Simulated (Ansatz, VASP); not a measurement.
One calculation of Ge4F, two programs

Contents of INCAR:

```
ALGO = Normal
DIPOL = 0.5 0.5 0.336
EDIFF = 1E-7
ENCUT = 520
GGA = PE
IDIPOL = 3
ISIF = 2
ISMEAR = 0
IVDW = 12
LASPH = True
LCHARG = False
LDIPOL = True
LREAL = False
LWAVE = False
NBANDS = 40
NELM = 80
PREC = Accurate
SIGMA = 0.1
```

Contents of KPOINTS:

```
k-points
0
Gamma
  7 7 1
```

Contents of POSCAR:

```
Ge4F
1.0
    4.0303587907      0.0000000000      0.0000000000
    0.0000000000      4.0303587907      0.0000000000
    0.0000000000      0.0000000000     21.6416627718
Ge F
4 1
Direct
    0.0000000000      0.5000000000      0.1848286817
    0.0000000000      0.0000000000      0.2506714513
    0.5000000000      0.0000000000      0.3196569899
    0.5000000000      0.5000000000      0.3854446333
    0.7500000000      0.6250000000      0.5379282957
```

Input for Ansatz:

```yaml
crystal:
  lattice:
    - [4.0303587907, 0.0, 0.0]
    - [0.0, 4.0303587907, 0.0]
    - [0.0, 0.0, 21.6416627718]
  atoms:
    - { symbol: Ge, position: [0.0, 0.5, 0.1848286817] }
    - { symbol: Ge, position: [0.0, 0.0, 0.2506714513] }
    - { symbol: Ge, position: [0.5, 0.0, 0.3196569899] }
    - { symbol: Ge, position: [0.5, 0.5, 0.3854446333] }
    - { symbol: F, position: [0.75, 0.625, 0.5379282957] }
basis:
  ecutwfc: 420
kpoints:
  mp_grid: { grid: [7, 7, 1] }
hamiltonian:
  xc: pbe
  pseudopotentials: { kind: paw, azcp: { folder: soft_1 } }
  dispersion: d3bj
scf:
  occupations: { method: gaussian, width: 0.1 }
output:
  forces: true
  eigenvalues: true
efield:
  axis: 3
  dipole_correction: true
  ramp_width: 0.04
```

Alike in both runs: task single point; functional PBE; dispersion D3(BJ); k mesh 7 × 7 × 1; occupations gaussian, width 0.1 eV; no spin polarisation.

|  | VASP | Ansatz |
| --- | --- | --- |
| version | VASP 6.6.1 | Ansatz 0.2.0 |
| potentials or method | VASP PAW PBE potentials, release 64 (Ge_d, F), cutoff 520 eV | scalar-relativistic, plane waves, PAW |
| valence electrons in the cell | 63 | 63 |

```csv
,VASP,Ansatz,Ansatz less VASP
gap on the k mesh at the Fermi level (eV),none,none,-
rms of the force components (eV/Å),0.279,0.279,+0.0003
```

Atom by atom the forces differ by 0.002 eV/Å (rms over components). A gap of «none» marks a metal or a gap that the smearing closes.
